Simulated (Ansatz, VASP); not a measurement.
## NaCdCl3 in VASP and in Ansatz

```
Na Cd Cl
1.0
     5.14147    0.00000    0.00000
     0.00000    5.14147    0.00000
     0.00000    0.00000    5.18155
Na Cd Cl
1 1 3
Direct
  0.00000 0.00000 0.00000
  0.50000 0.50000 0.50000
  0.50000 0.50000 0.00000
  0.50000 0.00000 0.50000
  0.00000 0.50000 0.50000
```

Change from the starting cell: epitaxial_xy strain -0.5%.

Alike in both runs: task single point; functional r2SCAN; k mesh 6 × 6 × 6; no spin polarisation.

|  | VASP | Ansatz |
| --- | --- | --- |
| version | VASP 6.6.1 | Ansatz 0.2.0 |
| potentials or method | VASP PAW PBE potentials, release 64 (Na_pv, Cd, Cl) | plane waves, PAW |
| plane-wave cutoff (eV) | 520 | 500 |
| occupations | gaussian, width 0.01 eV | fixed |
| valence electrons in the cell | 40 | 50 |

```csv
,VASP,Ansatz,Ansatz less VASP
gap on the k mesh at the Fermi level (eV),2.57,2.59,+0.023
pressure (GPa),0.4,0.3,-0.14
"traceless stress, the component that is largest in VASP (GPa)",-0.24,-0.24,+0.002
```

VASP's potentials were made for PBE, not for r2SCAN. VASP's potentials hold 40 valence electrons a cell and Ansatz's 50, so a difference there can come from the potentials and not from the codes.
